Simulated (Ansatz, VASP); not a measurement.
**Rb2Ru in VASP and in Ansatz**

Contents of INCAR:

```
SYSTEM = Rb2Ru
PREC = Accurate
ENCUT = 520
EDIFF = 1E-7
ISMEAR = 0
SIGMA = 0.1
LREAL = .False.
LASPH = .True.
NELM = 80
ALGO = Fast
ISIF = 2
LWAVE = .False.
LCHARG = .False.
GGA = PE
NBANDS = 41
```

KPOINTS

```
Automatic mesh
0
Gamma
  4 4 4
  0 0 0
```

Contents of POSCAR:

```
Rb2Ru
1.0
    0.0000000000      4.5769321470      4.5769321470
    4.5769321470      0.0000000000      4.5769321470
    4.5769321470      4.5769321470      0.0000000000
Rb Ru
4 2
Direct
    0.6250000000      0.6250000000      0.6250000000
    0.1250000000      0.6250000000      0.6250000000
    0.6250000000      0.6250000000      0.1250000000
    0.6250000000      0.1250000000      0.6250000000
    0.0000000000      0.0000000000      0.0000000000
    0.2500000000      0.2500000000      0.2500000000
```

Input for Ansatz:

```yaml
crystal:
  lattice:
    - [0.0, 4.576932147, 4.576932147]
    - [4.576932147, 0.0, 4.576932147]
    - [4.576932147, 4.576932147, 0.0]
  atoms:
    - { symbol: Rb, position: [0.625, 0.625, 0.625] }
    - { symbol: Rb, position: [0.125, 0.625, 0.625] }
    - { symbol: Rb, position: [0.625, 0.625, 0.125] }
    - { symbol: Rb, position: [0.625, 0.125, 0.625] }
    - { symbol: Ru, position: [0.0, 0.0, 0.0] }
    - { symbol: Ru, position: [0.25, 0.25, 0.25] }
basis:
  ecutwfc: 420
kpoints:
  mp_grid: { grid: [4, 4, 4] }
hamiltonian:
  xc: pbe
scf:
  occupations: { method: gaussian, width: 0.1 }
  lower_state_search: "off"
output:
  forces: true
  stress: true
  eigenvalues: true
```

Alike in both runs: task single point; functional PBE; k mesh 4 × 4 × 4; occupations gaussian, width 0.1 eV; no spin polarisation.

```csv
,VASP,Ansatz
version,VASP 6.6.1,Ansatz 0.2.0
potentials or method,"VASP PAW PBE potentials, release 64 (Rb_sv, Ru_pv), cutoff 520 eV","scalar-relativistic, plane waves, PAW"
valence electrons in the cell,64,68
```

|  | VASP | Ansatz | Ansatz less VASP |
| --- | --- | --- | --- |
| gap on the k mesh at the Fermi level (eV) | none | none | - |
| pressure (GPa) | 1.1 | 1.0 | -0.09 |

A gap of «none» marks a metal or a gap that the smearing closes. The functional is the same, so the differences come from potentials, cutoffs and numerics. VASP's potentials hold 64 valence electrons a cell and Ansatz's 68, so a difference there can come from the potentials and not from the codes.
